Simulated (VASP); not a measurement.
# BiB (rocksalt type): electric field gradients with LDA

The system is BiB (rocksalt type).

```xyz
2
Lattice="0.0000 2.6024 2.6024 2.6024 0.0000 2.6024 2.6024 2.6024 0.0000" Properties=species:S:1:pos:R:3 pbc="T T T"
B     0.0000    0.0000    0.0000
Bi    2.6024    2.6024    2.6024
```

This cell differs from its parent crystal: functional lda, volume scaled by 0.96.

```json
{
  "Program": "VASP 6.6.1",
  "Task": "electric field gradients",
  "Functional": "LDA",
  "Potentials or basis": "VASP PAW LDA potentials, release 64 (B, Bi_d)",
  "Cutoff": "520 eV",
  "k mesh": "12 × 12 × 12",
  "Occupations": "fermi-dirac, width 0.05 eV",
  "Spin": "no spin polarisation",
  "Dipole correction": "no",
  "Further INCAR settings": "ALGO = Normal; EDIFF = 1e-08; NBANDS = 16"
}
```

```yaml
Pressure: -1.8 GPa
Band_gap_on_the_k_mesh: zero (band 9 reaches 9.62 eV, above the bottom of band 10 at 5.47 eV)
```

Levels at points of the mesh, in eV from the Fermi level:
| k point | band 5 | band 6 | band 7 | band 8 | band 9 | band 10 | band 11 | band 12 | band 13 | band 14 |
| --- | --- | --- | --- | --- | --- | --- | --- | --- | --- | --- |
| (0.00, 0.00, 0.00) | -22.78 | -14.44 | -0.12 | -0.12 | -0.12 | 0.50 | 6.70 | 6.70 | 6.70 | 8.55 |
| (0.50, 0.00, 0.00) | -22.71 | -11.52 | -8.45 | 1.05 | 1.05 | 1.88 | 1.88 | 2.93 | 3.01 | 10.77 |
| (0.50, 0.50, 0.00) | -22.69 | -10.51 | -6.38 | -3.86 | -3.01 | -3.01 | 4.01 | 8.59 | 8.59 | 9.27 |

It took 20 s on 1 thread of Intel(R) Xeon(R) Platinum 8488C (Sapphire Rapids), with other jobs on the host, peak memory 0.16 GiB.

Caveat: without QUAD_EFG the Cq values of the log hold for a quadrupole moment of 1 mb, not for the nuclei; spin-orbit coupling is left out, which moves the levels of the heavy elements.
